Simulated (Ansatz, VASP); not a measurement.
Si3N4: VASP beside Ansatz

```xyz
14
Lattice="7.6170 0.0000 0.0000 -3.8085 6.5965 0.0000 0.0000 0.0000 2.9134" Properties=species:S:1:pos:R:3 pbc="T T T"
Si   -1.5990    5.0657    0.7284
Si    2.4304    1.1481    2.1851
Si    0.2209    2.6789    0.7284
Si    5.4075    1.5308    2.1851
Si    1.3781    5.4484    0.7284
Si    3.5876    3.9176    2.1851
N     0.0000    4.3977    0.7284
N     3.8085    2.1988    2.1851
N     2.3977    0.1979    0.7284
N     1.0275    2.1755    2.1851
N     6.2467    1.9776    0.7284
N     1.4108    6.3986    2.1851
N     2.7810    4.4211    0.7284
N    -2.4382    4.6190    2.1851
```

Alike in both runs: task electric field gradients; functional r2SCAN; k mesh 4 × 4 × 9; occupations fermi-dirac, width 0.02 eV; no spin polarisation.

|  | VASP | Ansatz |
| --- | --- | --- |
| version | VASP 6.6.1 | Ansatz 0.2.0 |
| potentials or method | VASP PAW PBE potentials, release 64 (Si, N) | plane-wave PAW, scalar-relativistic |
| plane-wave cutoff (eV) | 520 | 500 |
| valence electrons in the cell | 64 | 64 |

Ansatz gave:

| Item | Value |
| --- | --- |
| gap on the k mesh at the Fermi level (eV) | 4.98 |
| pressure (GPa) | -1.6 |
| traceless stress, the component that is largest in VASP (GPa) | -0.45 |
| rms of the force components (eV/Å) | 0.024 |
| size of Vzz on the site where it differs most (V/Å²) | 50.1 |

Task: Estimate VASP's values.

Result: gap on the k mesh at the Fermi level (eV): 4.97; pressure (GPa): -1.8; traceless stress, the component that is largest in VASP (GPa): -0.49; rms of the force components (eV/Å): 0.024; size of Vzz on the site where it differs most (V/Å²): 47.0.

VASP's potentials were made for PBE, not for r2SCAN. Atom by atom the forces differ by 0.001 eV/Å (rms over components). The functional is the same, so the differences come from potentials, cutoffs and numerics.
